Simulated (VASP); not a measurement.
Wanted: the native input for a VASP 6.6.1 run.

```yaml
Task: single point
Functional: PBE
Potentials_or_basis: VASP PAW PBE potentials, release 64 (La)
Cutoff: 520 eV
k_mesh: 9 × 6 × 11
Occupations: gaussian, width 0.1 eV
Spin: no spin polarisation
Dipole_correction: no
Further_INCAR_settings: ALGO = Fast; EDIFF = 1e-06; NBANDS = 18; ISYM = 0
```

The structure of La lies in POSCAR:

```
La
1.0
    3.7712917871      0.0000000000      0.0000000000
    0.0000000000      6.1098723939      0.0000000000
    1.8856458935      0.0000000000      3.2660344927
La
2
Direct
    0.3333333333      0.7500000000      0.3333333333
    0.6666666667      0.2500000000      0.6666666667
```

One way to write it, as run:

INCAR

```
PREC = Accurate
ENCUT = 520
EDIFF = 1E-6
ISMEAR = 0
SIGMA = 0.1
LREAL = F
LASPH = T
NELM = 80
ALGO = Fast
ISIF = 2
LWAVE = F
LCHARG = F
GGA = PE
NBANDS = 18
ISYM = 0
```

KPOINTS

```
Automatic mesh
0
Gamma
  9 6 11
```

Potentials or basis: VASP PAW PBE potentials, release 64 (La).

Command:

```bash
$ cat potpaw_PBE.64/La/POTCAR > POTCAR
$ mpirun -np 1 vasp_std > vasp.out
```

Results of the run:

| Item | Value |
| --- | --- |
| Pressure | 0.0 GPa |
| Largest force | 0.003 eV/Å |
| Band gap on the k mesh | zero (band 11 reaches 8.83 eV, above the bottom of band 12 at 7.38 eV) |

Caveat: spin-orbit coupling is left out, which moves the levels of the heavy elements.

It took 18 min on 1 thread of Intel Xeon 6975P-C, on a shared host, peak memory 0.52 GiB.
